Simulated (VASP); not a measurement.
Input of a VASP 6.6.1 run:

File INCAR:

```
ALGO = Normal ; EDIFF = 1E-6
ENCUT = 520 ; GGA = PS
ISIF = 2 ; ISMEAR = 1
LASPH = T ; LCHARG = F
LREAL = F ; LWAVE = F
NBANDS = 11 ; NELM = 60
PREC = Accurate ; SIGMA = 0.1
```

KPOINTS

```
k-points
0
Gamma
  6 6 6
```

POSCAR

```
Ba
1.0
    3.9307333085      0.0000000000      0.0000000000
    0.0000000000      3.9307333085      0.0000000000
    0.0000000000      0.0000000000      3.9307333085
Ba
1
Direct
    0.0000000000      0.0000000000      0.0000000000
```

Potentials or basis: VASP PAW PBE potentials, release 64 (Ba_sv).

The run is started by

```bash
$ cat potpaw_PBE.64/Ba_sv/POTCAR > POTCAR
$ mpirun -np 1 vasp_std > vasp.out
```

Question: Predict the pressure.

Answer: -0.7 GPa.

Question: Predict the band gap on the k mesh.

Answer: Zero (bands 5 and 6 overlap by 0.15 eV).

Caveat: the PAW data sets were made with another functional, which shifts forces and pressure a little; spin-orbit coupling is left out, which moves the levels of the heavy elements.
